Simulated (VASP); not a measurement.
The system is TaSi2.

```
Ta Si
1.0
     4.80510    0.00000    0.00000
    -2.40255    4.16134    0.00000
     0.00000    0.00000    6.59887
Ta Si
3 6
Direct
  0.50000 0.00000 0.50000
  0.50000 0.50000 0.83333
  0.00000 0.50000 0.16667
  0.15892 0.31784 0.50000
  0.84108 0.15892 0.83333
  0.68216 0.84108 0.16667
  0.84108 0.68216 0.50000
  0.15892 0.84108 0.83333
  0.31784 0.15892 0.16667
```

```yaml
Program: VASP 6.6.1
Task: relaxation of cell and atoms
Functional: PBE
Dispersion: D3(BJ)
Potentials_or_basis: VASP PAW PBE potentials, release 64 (Ta_pv, Si)
Cutoff: 600 eV
k_mesh: 9 × 9 × 6
Occupations: gaussian, width 0.1 eV
Spin: no spin polarisation
```

At the start: pressure -6.0 GPa; volume 14.66 Å³/atom.

Task: How do energy, volume and symmetry change on relaxing?

Result: Over 11 steps the energy falls by 9.0 meV/atom and the volume is 14.19 Å³/atom (-3.2 %); space group P6_222 (No. 180, to 0.05 Å).

The path:
```csv
step,energy change (eV),largest force (eV/Å),pressure (GPa),volume (Å³)
1,0.0000,0.0007,-5.99,131.95
2,0.1137,0.0040,10.75,121.76
3,-0.0801,0.0035,-0.08,127.84
4,-0.0801,0.0035,0.05,127.76
5,-0.0813,0.0150,0.07,127.67
6,-0.0815,0.0112,0.07,127.69
7,-0.0813,0.0104,0.06,127.69
8,-0.0813,0.0045,-0.07,127.78
9,-0.0813,0.0068,-0.02,127.74
10,-0.0813,0.0064,-0.03,127.75
11,-0.0813,0.0014,-0.01,127.73
```

Final structure:
```yaml
crystal:
  lattice:
    - [4.74797, 0.00000, 0.00000]
    - [-2.37398, 4.11186, 0.00000]
    - [0.00000, 0.00000, 6.54280]
  atoms:
    - { symbol: Ta, position: [0.50000, 0.00000, 0.50000] }
    - { symbol: Ta, position: [0.50000, 0.50000, 0.83333] }
    - { symbol: Ta, position: [0.00000, 0.50000, 0.16667] }
    - { symbol: Si, position: [0.15898, 0.31797, 0.50000] }
    - { symbol: Si, position: [0.84102, 0.15898, 0.83333] }
    - { symbol: Si, position: [0.68203, 0.84102, 0.16667] }
    - { symbol: Si, position: [0.84102, 0.68203, 0.50000] }
    - { symbol: Si, position: [0.15898, 0.84102, 0.83333] }
    - { symbol: Si, position: [0.31797, 0.15898, 0.16667] }
```

Caveat: pairwise dispersion overbinds metals, which lowers pressure and volume.
